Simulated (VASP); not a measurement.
Runs of VASP 6.6.1 on Bi2B3Br. The structure is that of space group R3m (No. 160), or close to it. The cells are those of the table. 

```tsv
task	cell	k mesh	cutoff (eV)	gap on the mesh (eV)	pressure (GPa)	relaxed volume (Å³/atom)	largest force (eV/Å)
single point	a = 7.564 Å, angles 38.2°, 6 atoms	3 × 3 × 3	520	0.16	0.0	-	(a)
relaxation of cell and atoms	relaxed from a = 5.205 Å, angles 78.8°, 6 atoms	3 × 3 × 3	600	none	0.0	22.84	0.04
relaxation of cell and atoms	relaxed from a = 7.564 Å, angles 38.2°, 6 atoms	6 × 6 × 6	600	none	0.1	24.81	0.03
single point	a = 7.646 Å, angles 37.5°, 6 atoms	6 × 6 × 6	520	none	0.0	-	0.04
single point	a = 5.205 Å, angles 78.8°, 6 atoms	3 × 3 × 3	520	none	(b)	-	27.27
```

Alike in all rows: level PBE; potentials or basis VASP PAW PBE potentials, release 64 (B, Bi_d, Br); no spin polarisation; smearing gaussian 0.1 eV.

Q: Estimate the missing entries.

A: (a) 0.06; (b) 36.3.

Caveats: some runs use coarse meshes; spin-orbit coupling is left out, which moves the levels of the heavy elements; forces of over 1 eV/Å act on the atoms, so gaps and moduli don't describe the material at rest (some runs).

A k mesh can miss the band edges, and the runs leave out spin-orbit coupling on Bi, Br.

A gap of «none» marks levels without a gap at the run's occupations.
